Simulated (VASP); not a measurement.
**Si: single point with LDA**

The system is Si.

```
CELL_PARAMETERS angstrom
5.40199 0.00000 0.00000
0.00000 5.40199 0.00000
0.00000 0.00000 5.40199
ATOMIC_POSITIONS crystal
Si 0.00000 0.00000 0.00000
Si 0.00000 0.50000 0.50000
Si 0.50000 0.00000 0.50000
Si 0.50000 0.50000 0.00000
Si 0.25000 0.25000 0.25000
Si 0.25000 0.75000 0.75000
Si 0.75000 0.25000 0.75000
Si 0.75000 0.75000 0.25000
```

| Property | Result |
| --- | --- |
| Program | VASP 6.6.1 |
| Task | single point |
| Functional | LDA |
| Potentials or basis | VASP PAW LDA potentials, release 64 (Si) |
| Cutoff | 520 eV |
| k mesh | 6 × 6 × 6 |
| Occupations | gaussian, width 0.01 eV |
| Spin | no spin polarisation |

The pressure is 0.0 GPa and the band gap on the k mesh is 0.44 eV.

Levels at points of the mesh, in eV from the valence-band top:
```tsv
k point	band 13	band 14	band 15	band 16	band 17	band 18	band 19	band 20
(0.00, 0.00, 0.00)	-2.89	0.00	0.00	0.00	0.57	0.57	0.57	0.57
(0.50, 0.00, 0.00)	-1.92	-1.92	-1.92	-1.92	1.03	1.03	3.03	3.03
(0.50, 0.50, 0.00)	-1.34	-1.34	-1.34	-1.34	2.38	2.38	2.38	2.38
(0.50, 0.50, 0.50)	-1.21	-1.21	-1.21	-1.21	1.49	1.49	1.49	1.49
```

Run time: 19 s on 1 thread of Intel(R) Xeon(R) 6975P-C (Granite Rapids), on a shared host, peak memory 0.21 GiB.

A k mesh can miss the band edges. As with any semilocal functional, this LDA gap is likely too small.
